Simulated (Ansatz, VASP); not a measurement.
## Two plane-wave programs on TaN

```
CELL_PARAMETERS angstrom
3.15047 0.00000 0.00000
-1.57523 2.72839 0.00000
0.00000 0.00000 6.10461
ATOMIC_POSITIONS crystal
Ta 0.33333 0.66667 0.02815
Ta 0.66667 0.33333 0.52815
N 0.33333 0.66667 0.35185
N 0.66667 0.33333 0.85185
```

Alike in both runs: task relaxation of cell and atoms; functional PBE; k mesh 18 × 18 × 8; occupations gaussian, width 0.1 eV; no spin polarisation.

|  | VASP | Ansatz |
| --- | --- | --- |
| version | VASP 6.6.1 | Ansatz 0.2.0 |
| potentials or method | VASP PAW PBE potentials, release 64 (Ta_pv, N), cutoff 600 eV | scalar-relativistic, plane waves, PAW |
| valence electrons in the cell | 32 | 36 |

|  | VASP | Ansatz | Ansatz less VASP |
| --- | --- | --- | --- |
| gap on the k mesh at the Fermi level, each at its own relaxed structure (eV) | none | none | - |
| relaxed volume (Å³/atom) | 13.15 | 13.13 | -0.019 |
| relaxed cell length with the largest relative difference (Å) | 6.112 | 6.104 | -0.0081 |

A gap of «none» marks a metal or a gap that the smearing closes. VASP's potentials hold 32 valence electrons a cell and Ansatz's 36, so a difference there can come from the potentials and not from the codes.

Neither program's run includes spin-orbit coupling.
